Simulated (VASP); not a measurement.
Set up this calculation in VASP 6.6.1, as the native input.

```yaml
Task: single point
Functional: PBEsol
Potentials_or_basis: VASP PAW PBE potentials, release 64 (Hf_pv)
Cutoff: 520 eV
k_mesh: 14 × 14 × 14
Occupations: fermi-dirac, width 0.1 eV
Spin: no spin polarisation
Dipole_correction: no
Further_INCAR_settings: ALGO = Normal; EDIFF = 1e-06; NBANDS = 11
```

The structure of Hf lies in POSCAR:

```
Hf
1.0
    0.0000000000      2.1175052892      2.1175052892
    2.1175052892      0.0000000000      2.1175052892
    2.1175052892      2.1175052892      0.0000000000
Hf
1
Direct
    0.0000000000      0.0000000000      0.0000000000
```

This cell differs from its parent crystal: volume scaled by 0.88.

One way to write it, as run:

INCAR

```
SYSTEM = Hf
PREC     = Accurate       ! precision mode
ENCUT    = 520            ! plane-wave cutoff, eV
EDIFF    = 1E-6           ! SCF threshold, eV
ISMEAR   = -1             ! smearing method
SIGMA    = 0.1            ! smearing width, eV
LREAL    = .False.        ! projectors in reciprocal space
LASPH    = .True.         ! aspherical terms in the spheres
NELM     = 60             ! most SCF steps
ALGO     = Normal         ! electronic algorithm
ISIF     = 2              ! what is computed and relaxed
LWAVE    = .False.        ! write WAVECAR
LCHARG   = .False.        ! write CHGCAR
GGA      = PS             ! functional
NBANDS   = 11             ! bands
```

KPOINTS

```
regular mesh
0
Gamma
  14 14 14
  0 0 0
```

Potentials or basis: VASP PAW PBE potentials, release 64 (Hf_pv).

Launch:

```console
$ cat potpaw_PBE.64/Hf_pv/POTCAR > POTCAR
$ mpirun -np 1 vasp_std > vasp.out
```

It gave:

The pressure is 17.0 GPa and the band gap on the k mesh is zero (band 5 reaches 7.20 eV, above the bottom of band 6 at 4.97 eV).

Caveat: the PAW data sets were made with another functional, which shifts forces and pressure a little; spin-orbit coupling is left out, which moves the levels of the heavy elements.

It took 12 s on 1 thread of Intel Xeon 6975P-C, with other jobs on the host, peak memory 0.15 GiB.
